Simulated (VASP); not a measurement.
Here is a VASP 6.6.1 calculation.

The input INCAR:

```
SYSTEM = P
ALGO     = Normal         ! electronic algorithm
EDIFF    = 1E-7           ! SCF threshold, eV
ENCUT    = 520            ! plane-wave cutoff, eV
GGA      = PS             ! functional
ISIF     = 2              ! what is computed and relaxed
ISMEAR   = 0              ! smearing method
LASPH    = .True.         ! aspherical terms in the spheres
LCHARG   = .True.         ! write CHGCAR
LELF     = .True.         ! ELF
LREAL    = .False.        ! projectors in reciprocal space
LVHAR    = .True.       
LWAVE    = .False.        ! write WAVECAR
NBANDS   = 18             ! bands
NELM     = 60             ! most SCF steps
PREC     = Accurate       ! precision mode
SIGMA    = 0.05           ! smearing width, eV
```

KPOINTS

```
k-points
0
Gamma
  8 1 6
  0 0 0
```

File POSCAR:

```
P
1.0
    3.2344718042      0.0000000000      0.0000000000
    0.0000000000     34.3341755251      0.0000000000
    0.0000000000      0.0000000000      4.4931221687
P
4
Direct
    0.0000000000      0.9702614300      0.5921507200
    0.0000000000      0.0297385700      0.4078492800
    0.5000000000      0.0297385700      0.0921507200
    0.5000000000      0.9702614300      0.9078492800
```

Potentials or basis: VASP PAW PBE potentials, release 64 (P).

The run is started by

```sh
$ cat potpaw_PBE.64/P/POTCAR > POTCAR
$ mpirun -np 1 vasp_std > vasp.out
```

Estimate the band gap on the k mesh.

0.77 eV, indirect (least direct gap 0.79 eV).

Predict the largest force.

0.880 eV/Å.

Forces on the atoms (eV/Å):
```
P    0.000 -0.413 -0.777
P    0.000  0.413  0.777
P    0.000  0.413 -0.777
P    0.000 -0.413  0.777
```

Caveat: the cell differs from its parent crystal (strain -0.015 along x and y, -0.030 along z); the PAW data sets were made with another functional, which shifts forces and pressure a little.
